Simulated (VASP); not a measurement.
Write the native input for VASP 6.6.1 that does the following.

* Task: single point
* Functional: PBE
* Potentials or basis: VASP PAW PBE potentials, release 64 (Ta_pv)
* Cutoff: 520 eV
* k mesh: 18 × 18 × 18
* Occupations: gaussian, width 0.15 eV
* Spin: no spin polarisation
* Dipole correction: no
* Further INCAR settings: ALGO = Normal; EDIFF = 1e-07; NBANDS = 12

The structure of Ta lies in POSCAR:

```
Ta
1.0
   -1.6594835689      1.6594835689      1.6594835689
    1.6594835689     -1.6594835689      1.6594835689
    1.6594835689      1.6594835689     -1.6594835689
Ta
1
Direct
    0.0000000000      0.0000000000      0.0000000000
```

These files were run (other wordings do the same):

INCAR

```
SYSTEM = Ta
PREC = Accurate ; ENCUT = 520
EDIFF = 1E-7 ; ISMEAR = 0
SIGMA = 0.15 ; LREAL = .FALSE.
LASPH = .TRUE. ; NELM = 100
ALGO = Normal ; ISIF = 2
LWAVE = .FALSE. ; LCHARG = .FALSE.
GGA = PE ; NBANDS = 12
```

KPOINTS

```
Automatic mesh
0
G
  18 18 18
  0 0 0
```

Potentials or basis: VASP PAW PBE potentials, release 64 (Ta_pv).

The run is started by

```bash
$ cat potpaw_PBE.64/Ta_pv/POTCAR > POTCAR
$ mpirun -np 1 vasp_std > vasp.out
```

It gave:

| Quantity | Value |
| --- | --- |
| Pressure | 0.1 GPa |

Wall time 44 s on 1 thread of AMD EPYC 7R13, with other jobs on the host, peak memory 0.17 GiB.
